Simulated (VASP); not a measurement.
Input of a VASP 6.6.1 run:

Contents of INCAR:

```
PREC = Accurate
ENCUT = 520
EDIFF = 1E-6
ISMEAR = 0
SIGMA = 0.1
LREAL = False
LASPH = True
NELM = 80
ALGO = Normal
ISIF = 2
LWAVE = False
LCHARG = False
GGA = PE
NBANDS = 18
```

KPOINTS

```
Automatic mesh
0
Gamma
  8 8 8
```

File POSCAR:

```
Ag
1.0
   -2.6700463307      2.6700463307      1.3857435732
    2.6700463307     -2.6700463307      1.3857435732
    2.6700463307      2.6700463307     -1.3857435732
Ag
2
Direct
    0.0000000000      0.0000000000      0.0000000000
    0.7500000000      0.2500000000      0.5000000000
```

Potentials or basis: VASP PAW PBE potentials, release 64 (Ag).

The run is started by

```sh
$ cat potpaw_PBE.64/Ag/POTCAR > POTCAR
$ mpirun -np 1 vasp_std > vasp.out
```

Problem. Estimate the band gap on the k mesh.

Solution. Zero (bands 11 and 12 overlap by 4.94 eV).

Problem. Estimate the pressure.

Solution. -0.1 GPa.
